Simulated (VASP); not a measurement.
# Mo3H (P6_322) in VASP: relaxation of cell and atoms with PBE

Aim: the relaxation of cell and atoms of Mo3H with PBE.

Program: VASP 6.6.1. These are calculated values, not measurements. Logs are shortened: lines on timing, memory, paths and dates and some standing lists are left out, and cuts for length are marked.

## (1) The cell of the first run

The structure is hexagonal, space group P6_322 (No. 182). Conventional cell: a = 5.079 Å, b = 5.079 Å, c = 4.739 Å, α = 90.00°, β = 90.00°, γ = 120.00°. H (site symmetry 32) has 6 Mo at 2.07 Å within 2.7 Å. Mo (site symmetry 2) has 2 H at 2.07 Å within 2.7 Å.

## (2) Relaxation of cell and atoms, PBE

INCAR

```
ALGO = Normal ; EDIFF = 1E-6
EDIFFG = -0.08 ; ENCUT = 600
GGA = PE ; IBRION = 2
ISIF = 3 ; ISMEAR = 0
LASPH = T ; LCHARG = F
LREAL = F ; LWAVE = F
NELM = 100 ; NSW = 36
PREC = Accurate ; SIGMA = 0.2
```

KPOINTS

```
k-points
0
Gamma
  4 4 4
```

POSCAR

```
Mo3H
1.0
    5.0785074700      0.0000000000      0.0000000000
   -2.5392537400      4.3981164800      0.0000000000
    0.0000000000      0.0000000000      4.7385668100
H Mo
2 6
Direct
    0.3333333300      0.6666666700      0.2500000000
    0.6666666700      0.3333333300      0.7500000000
    0.6670000000      0.6670000000      0.0000000000
    0.6670000000      0.0000000000      0.5000000000
    0.0000000000      0.6670000000      0.5000000000
    0.3330000000      0.3330000000      0.5000000000
    0.3330000000      0.0000000000      0.0000000000
    0.0000000000      0.3330000000      0.0000000000
```

Potentials or basis: VASP PAW PBE potentials, release 64 (H, Mo_sv).

Command:

```console
> cat potpaw_PBE.64/H/POTCAR potpaw_PBE.64/Mo_sv/POTCAR > POTCAR
> mpirun -np 1 vasp_std > vasp.out
```

OUTCAR:

```text
EDIFF = 1E-6
   EDIFFG = -0.08
   ENCUT = 600
   GGA = PE
   IBRION = 2
   ISIF = 3
   ISMEAR = 0
   LASPH = T
   LREAL = F
   NELM = 100
   NSW = 36
   PREC = Accurate

 ion  position               nearest neighbor table
   1  0.333  0.667  0.250-   5 2.07   7 2.07   4 2.07   8 2.07   3 2.07   6 2.07
   2  0.667  0.333  0.750-   8 2.07   4 2.07   7 2.07   5 2.07   6 2.07   3 2.07
   3  0.667  0.667  0.000-   1 2.07   2 2.07   5 2.91   5 2.91   4 2.91   4 2.91   6 2.91   6 2.91
                             7 2.93   8 2.93   8 2.93   7 2.93   7 2.93   8 2.93
   4  0.667  0.000  0.500-   2 2.07   1 2.07   8 2.91   8 2.91   3 2.91   3 2.91   7 2.91   7 2.91
                             6 2.93   5 2.93   5 2.93   6 2.93   5 2.93   6 2.93
   5  0.000  0.667  0.500-   1 2.07   2 2.07   7 2.91   7 2.91   3 2.91   3 2.91   8 2.91   8 2.91
                             6 2.93   4 2.93   6 2.93   4 2.93   4 2.93   6 2.93
   6  0.333  0.333  0.500-   2 2.07   1 2.07   8 2.91   8 2.91   7 2.91   7 2.91   3 2.91   3 2.91
                             4 2.93   5 2.93   5 2.93   4 2.93   4 2.93   5 2.93
   7  0.333  0.000  0.000-   1 2.07   2 2.07   5 2.91   5 2.91   6 2.91   6 2.91   4 2.91   4 2.91
                             3 2.93   8 2.93   8 2.93   3 2.93   8 2.93   3 2.93
   8  0.000  0.333  0.000-   2 2.07   1 2.07   4 2.91   4 2.91   6 2.91   6 2.91   5 2.91   5 2.91
                             3 2.93   7 2.93   3 2.93   7 2.93   7 2.93   3 2.93

  LATTYP: Found a hexagonal cell.
 ALAT       =     5.0785074700
 C/A-ratio  =     0.9330628808

  Lattice vectors:

 A1 = (   5.0785074700,   0.0000000000,   0.0000000000)
 A2 = (  -2.5392537400,   4.3981164800,   0.0000000000)
 A3 = (   0.0000000000,   0.0000000000,   4.7385668100)

Analysis of symmetry for initial positions (statically):
=====================================================================
 Subroutine PRICEL returns:
 Original cell was already a primitive cell.

 Routine SETGRP: Setting up the symmetry group for a
 hexagonal supercell.

 Subroutine GETGRP returns: Found 12 space group operations
 (whereof  6 operations were pure point group operations)
 out of a pool of 24 trial point group operations.

The static configuration has the point symmetry D_3 .
 The point group associated with its full space group is D_6 .

Analysis of symmetry for dynamics (positions and initial velocities):
=====================================================================
 Subroutine PRICEL returns:
 Original cell was already a primitive cell.

 Routine SETGRP: Setting up the symmetry group for a
 hexagonal supercell.

 Subroutine GETGRP returns: Found 12 space group operations
 (whereof  6 operations were pure point group operations)
 out of a pool of 24 trial point group operations.

The dynamic configuration has the point symmetry D_3 .
 The point group associated with its full space group is D_6 .

 Subroutine INISYM returns: Found 12 space group operations
 (whereof  6 operations are pure point group operations),
 and found     1 'primitive' translations

----------------------------------------------------------------------------------------

                                     Primitive cell

  volume of cell :     105.8400

  direct lattice vectors                    reciprocal lattice vectors
     5.078507470  0.000000000  0.000000000     0.196908246  0.113685029  0.000000000
    -2.539253740  4.398116480  0.000000000     0.000000000  0.227370058  0.000000000
     0.000000000  0.000000000  4.738566810     0.000000000  0.000000000  0.211034273

  length of vectors
     5.078507470  5.078507470  4.738566810     0.227370058  0.227370058  0.211034273

  position of ions in fractional coordinates (direct lattice)
     0.333333330  0.666666670  0.250000000
     0.666666670  0.333333330  0.750000000
     0.667000000  0.667000000  0.000000000
     0.667000000  0.000000000  0.500000000
     0.000000000  0.667000000  0.500000000
     0.333000000  0.333000000  0.500000000
     0.333000000  0.000000000  0.000000000
     0.000000000  0.333000000  0.000000000

  ion indices of the primitive-cell ions
   primitive index   ion index
                 1           1
                 2           2
                 3           3
                 4           4
                 5           5
                 6           6
                 7           7
                 8           8

----------------------------------------------------------------------------------------

 KPOINTS: k-points

Automatic generation of k-mesh.
 Grid dimensions read from file:
 generate k-points for:    4    4    4

 Generating k-lattice:

  Cartesian coordinates                     Fractional coordinates (reciprocal lattice)
     0.049227062  0.028421257  0.000000000     0.250000000  0.000000000  0.000000000
     0.000000000  0.056842515  0.000000000     0.000000000  0.250000000  0.000000000
     0.000000000  0.000000000  0.052758568     0.000000000  0.000000000  0.250000000

  Length of vectors
     0.056842515  0.056842515  0.052758568

  Shift w.r.t. Gamma in fractional coordinates (k-lattice)
     0.000000000  0.000000000  0.000000000

 Subroutine IBZKPT returns following result:
 ===========================================

 Found     12 irreducible k-points:

 Following reciprocal coordinates:
            Coordinates               Weight
  0.000000  0.000000  0.000000      1.000000
  0.250000  0.000000  0.000000      6.000000
  0.500000  0.000000  0.000000      3.000000
  0.250000  0.250000  0.000000      6.000000
  0.000000  0.000000  0.250000      2.000000
  0.250000  0.000000  0.250000     12.000000
  0.500000  0.000000  0.250000      6.000000
  0.250000  0.250000  0.250000     12.000000
  0.000000  0.000000  0.500000      1.000000
  0.250000  0.000000  0.500000      6.000000
  0.500000  0.000000  0.500000      3.000000
  0.250000  0.250000  0.500000      6.000000
   k-points           NKPTS =     12   k-points in BZ     NKDIM =     12   number of bands    NBANDS=     51
   number of dos      NEDOS =    301   number of ions     NIONS =      8
   total plane-waves  NPLWV =  70560
   dimension x,y,z NGX =    42 NGY =   42 NGZ =   40
   dimension x,y,z NGXF=    84 NGYF=   84 NGZF=   80
   ions per type =               2   6
   NGX,Y,Z   is equivalent  to a cutoff of  13.75, 13.75, 14.03 a.u.
   NGXF,Y,Z  is equivalent  to a cutoff of  27.50, 27.50, 28.07 a.u.
 SYSTEM =  unknown system
   PREC   = accura    normal or accurate (medium, high low for compatibility)
   ISTART =      0    job   : 0-new  1-cont  2-samecut
   ICHARG =      2    charge: 1-file 2-atom 10-const
   ISPIN  =      1    spin polarized calculation?
   LNONCOLLINEAR =      F non collinear calculations
   LSORBIT =      F    spin-orbit coupling
   LASPH  =      T    aspherical Exc in radial PAW
   ENCUT  =  600.0 eV  44.10 Ry    6.64 a.u.  10.14 10.14  9.46*2*pi/ulx,y,z
   NELM   =    100;   NELMIN=  2; NELMDL= -5     # of ELM steps
   EDIFF  = 0.1E-05   stopping-criterion for ELM
   LREAL  =      F    real-space projection
   EDIFFG = -.8E-01   stopping-criterion for IOM
   NSW    =     36    number of steps for IOM
   IBRION =      2    ionic relax: 0-MD 1-quasi-New 2-CG
   NFREE  =      1    steps in history (QN), initial steepest desc. (CG)
   ISIF   =      3    stress and relaxation
   ISYM   =      2    0-nonsym 1-usesym 2-fastsym
   POTIM  = 0.5000    time-step for ionic-motion
   TEBEG  =    0.0;   TEEND  =   0.0 temperature during run
   PSTRESS=    0.0 pullay stress
   NELECT =      86.0000    total number of electrons
   NUPDOWN=      -1.0000    fix difference up-down
   EMIN   =  10.00;   EMAX   =-10.00  energy-range for DOS
   EFERMI =   0.00;   METHOD = LEGACY
   ISMEAR =     0;   SIGMA  =   0.20  broadening in eV -4-tet -1-fermi 0-gaus
   EFERMI_NEDOS =   21; number of points for ismear=-14 and -15
   IALGO  =     38    algorithm
   IMIX   =      4    mixing-type and parameters
     AMIX     =   0.40;   BMIX     =  1.00
     AMIX_MAG =   1.60;   BMIX_MAG =  1.00
  volume/ion in A,a.u.               =      13.23        89.28
  Fermi-wavevector in a.u.,A,eV,Ry     =   1.527652  2.886843 31.752188  2.333720
  Thomas-Fermi vector in A             =   2.635519
   LORBIT       =      0    0 simple, 1 ext, 2 COOP (PROOUT), +10 PAW based schemes
   GGA     = PE    functional components
   LHFCALC =     F    Hartree Fock is set to
   AEXX    =    0.0000 exact exchange contribution
   IVDW    =     0    specifies the selected vdW correction
   LEPSILON=     F    determine dielectric tensor
   LRPA    =     F    only Hartree local field effects (RPA)
 conjugate gradient relaxation of ions
 non-spin polarized calculation
 Gauss-broadening in eV      SIGMA  =   0.20
  energy-cutoff  :      600.00
  volume of cell :      105.84
 maximum number of plane-waves:      3553
 NGX is ok and might be reduce to    42
   NGX = 21   NGY = 21   NGZ = 19

--------------------------------------- Ionic step        1  -------------------------------------------

 number of electron      85.9999997 magnetization

 Free energy of the ion-electron system (eV)
  ---------------------------------------------------
  ext. energy  EPLUGINS =         0.00000000
  ---------------------------------------------------
  free energy    TOTEN  =       -69.96180395 eV

  energy without entropy =      -69.72297265  energy(sigma->0) =      -69.84238830

------------------------ aborting loop because EDIFF is reached ----------------------------------------

  FORCE on cell =-STRESS in cart. coord.  units (eV):
  Direction    XX          YY          ZZ          XY          YZ          ZX
  --------------------------------------------------------------------------------------
  -------------------------------------------------------------------------------------
  Total       -8.5730328     -8.5730328     -6.1508790      0.0000000      0.0000000      0.0000000
  in kB     -129.7762549   -129.7762547    -93.1103456      0.0000001      0.0000000      0.0000000
  external PRESSURE =    -117.5542851 kB  Pullay stress =       0.0000000 kB
[... 107 lines left out ...]
  FREE ENERGIE OF THE ION-ELECTRON SYSTEM (eV)
  ---------------------------------------------------
  free  energy   TOTEN  =       -70.1950174183 eV

  energy  without entropy=      -69.9730303233  energy(sigma->0) =      -70.08402387

[... ionic steps 4 to 11 ...]

--------------------------------------- Ionic step       12  -------------------------------------------

 number of electron      86.0000003 magnetization

------------------------ aborting loop because EDIFF is reached ----------------------------------------
[... 79 lines left out ...]
--------------------------------------- Ionic step       14  -------------------------------------------

 number of electron      86.0000013 magnetization

 Free energy of the ion-electron system (eV)
  ---------------------------------------------------
  ext. energy  EPLUGINS =         0.00000000
  ---------------------------------------------------
  free energy    TOTEN  =       -70.40649855 eV

  energy without entropy =      -70.27526703  energy(sigma->0) =      -70.34088279

 E-fermi :  11.4584     XC(G=0): -13.1411

 val. band max:       11.3810497937   @ k =   0.2500   0.2500   0.0000
 cond. band min:      11.5040287278   @ k =   0.0000   0.0000   0.0000
 fundamental gap:      0.1229789341
 Fermi energy:        11.4584316578

 k-point     1 :       0.0000    0.0000    0.0000
  band No.  band energies     occupation
      1     -49.3334      2.00000
      2     -49.1491      2.00000
      3     -49.0854      2.00000
      4     -49.0854      2.00000
      5     -49.0433      2.00000
      6     -49.0433      2.00000
[... 672 lines left out ...]
  FREE ENERGIE OF THE ION-ELECTRON SYSTEM (eV)
  ---------------------------------------------------
  free  energy   TOTEN  =       -70.4064985547 eV

  energy  without entropy=      -70.2752670277  energy(sigma->0) =      -70.34088279

 reached required accuracy - stopping structural energy minimisation
```

Wall time 19 min (1 thread of Intel Xeon 8259CL, shared host); peak memory 0.3 GiB.

Results:

| Property | Result |
| --- | --- |
| Free energy | -70.4065 eV |
| Relaxed volume | 12.63 Å³/atom |
| Relaxed cell | a = 4.956 Å, b = 4.956 Å, c = 4.751 Å, α = 90.00°, β = 90.00°, γ = 120.00° |
| Space group after relaxing (to 0.1 Å) | P6_322 (No. 182) |
| Energy gained by relaxing | 55.6 meV/atom |
| Ionic steps | 14 |
| Pressure after relaxing | -0.1 GPa |
| Largest force after relaxing | 0.035 eV/Å |
| Band gap on the k mesh | zero (bands 43 and 44 overlap by 1.39 eV) |

Forces on the atoms (eV/Å):
```
H    0.000  0.000  0.000
H    0.000  0.000  0.000
Mo   0.018  0.031  0.000
Mo   0.035  0.000  0.000
Mo  -0.018  0.031  0.000
Mo  -0.018 -0.031  0.000
Mo  -0.035  0.000  0.000
Mo   0.018 -0.031  0.000
```

Step by step:
```
step  energy change (eV)  largest force (eV/Å)  pressure (GPa)  volume (Å³)
   1              0.0000                0.1728          -11.76       105.84
   2              0.3666                0.3877           25.36        91.65
   3             -0.2332                0.2651            0.08       100.11
   4             -0.2334                0.2670            0.37        99.98
   5             -0.2741                0.2937            0.55        99.90
   6             -0.3682                0.2136            2.05        99.59
   7             -0.3670                0.1300            2.64        99.49
   8             -0.3696                0.1808            2.30        99.55
   9             -0.3817                0.1197           -1.38       101.22
  10             -0.3831                0.1351           -0.52       100.81
  11             -0.3968                0.1347           -0.59       100.86
  12             -0.4307                0.1173           -0.51       101.00
  13             -0.4215                0.2587            1.32       101.19
  14             -0.4447                0.0353           -0.12       101.08
```

Final structure:
```
H Mo
1.0
     4.95619    0.00000    0.00000
    -2.47810    4.29219    0.00000
     0.00000    0.00000    4.75148
H Mo
2 6
Direct
  0.33333 0.66667 0.25000
  0.66667 0.33333 0.75000
  0.69014 0.69014 0.00000
  0.69014 0.00000 0.50000
  0.00000 0.69014 0.50000
  0.30986 0.30986 0.50000
  0.30986 0.00000 0.00000
  0.00000 0.30986 0.00000
```

Levels at points of the mesh, in eV from the Fermi level:
```csv
k point,band 39,band 40,band 41,band 42,band 43,band 44,band 45,band 46,band 47,band 48
"(0.00, 0.00, 0.00)",-1.05,-0.75,-0.75,-0.22,-0.22,0.05,0.12,0.24,1.02,1.02
"(0.50, 0.00, 0.00)",-0.99,-0.88,-0.83,-0.44,-0.18,-0.08,0.42,0.60,0.71,1.69
"(0.00, 0.00, 0.50)",-1.16,-1.16,-0.84,-0.84,-0.78,-0.78,0.22,0.22,0.68,0.68
"(0.50, 0.00, 0.50)",-1.62,-1.62,0.27,0.27,0.61,0.61,0.95,0.95,1.24,1.24
```

Caveat: the relaxation stopped at a loose force limit of 0.08 eV/Å, so its end isn't a converged minimum.

The gap in the log of VASP goes by the Fermi energy; the results here count the filled bands.